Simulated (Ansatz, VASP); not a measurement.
# LaTe4: VASP beside Ansatz

```
La Te
1.0
     5.78856    0.00000    0.00000
     0.00000    5.78856    0.00000
     0.00000    0.00000    5.78856
La Te
1 4
Cartesian
  0.0000 0.0000 0.0000
  1.7667 1.7667 1.7667
  4.0219 4.0219 1.7667
  1.7667 4.0219 4.0219
  4.0219 1.7667 4.0219
```

Change from the starting cell: species swapped into the SnI4 type (P-43m, No. 215).

Alike in both runs: task relaxation of cell and atoms; functional PBE; k mesh 8 × 8 × 8; occupations gaussian, width 0.1 eV; no spin polarisation.

|  | VASP | Ansatz |
| --- | --- | --- |
| version | VASP 6.6.1 | Ansatz 0.2.0 |
| potentials or method | VASP PAW PBE potentials, release 64 (La, Te), cutoff 600 eV | scalar-relativistic, plane waves, PAW |
| valence electrons in the cell | 35 | 75 |

|  | VASP | Ansatz | Ansatz less VASP |
| --- | --- | --- | --- |
| gap on the k mesh at the Fermi level, each at its own relaxed structure (eV) | none | none | - |
| relaxed volume (Å³/atom) | 38.99 | 39.07 | +0.083 |
| relaxed cell length with the largest relative difference (Å) | 5.798 | 5.802 | +0.0041 |

A gap of «none» marks a metal or a gap that the smearing closes. VASP's potentials hold 35 valence electrons a cell and Ansatz's 75, so a difference there can come from the potentials and not from the codes.

Neither program's run includes spin-orbit coupling.
